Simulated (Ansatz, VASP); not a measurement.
## One calculation of Sb2Se5, two programs

```
CELL_PARAMETERS angstrom
6.93088 -1.89729 -0.30387
6.93088 1.89729 -0.30387
-6.82410 0.00000 10.43936
ATOMIC_POSITIONS crystal
Sb 0.37554 0.37554 0.20333
Sb 0.62446 0.62446 0.79667
Se 0.58946 0.58946 0.42844
Se 0.41054 0.41054 0.57156
Se 0.00000 0.00000 0.50000
Se 0.08432 0.08432 0.91196
Se 0.91568 0.91568 0.08804
```

Change from the starting cell: species swapped into the Al2Te5 type (C2/m, No. 12).

Alike in both runs: functional PBE; k mesh 8 × 8 × 4; occupations gaussian, width 0.02 eV; no spin polarisation.

Ansatz relaxed the structure, and its values are those at the end. VASP's run is a single point on that final structure, the one shown.

|  | VASP | Ansatz |
| --- | --- | --- |
| version | VASP 6.6.1 | Ansatz 0.2.0 |
| potentials or method | VASP PAW PBE potentials, release 64 (Sb, Se), cutoff 520 eV | scalar-relativistic, plane waves, PAW |
| valence electrons in the cell | 40 | 110 |

Ansatz gave:

* gap on the k mesh at the Fermi level (eV): 1.46
* least direct gap on the mesh (eV): 1.56
* pressure (GPa): 0.0
* rms of the force components (eV/Å): 0.001

Q: What did VASP give for the same quantities?

A: gap on the k mesh at the Fermi level (eV): 1.43; least direct gap on the mesh (eV): 1.54; pressure (GPa): 0.1; rms of the force components (eV/Å): 0.022.

VASP's potentials hold 40 valence electrons a cell and Ansatz's 110, so a difference there can come from the potentials and not from the codes.

Spin-orbit coupling is off throughout.
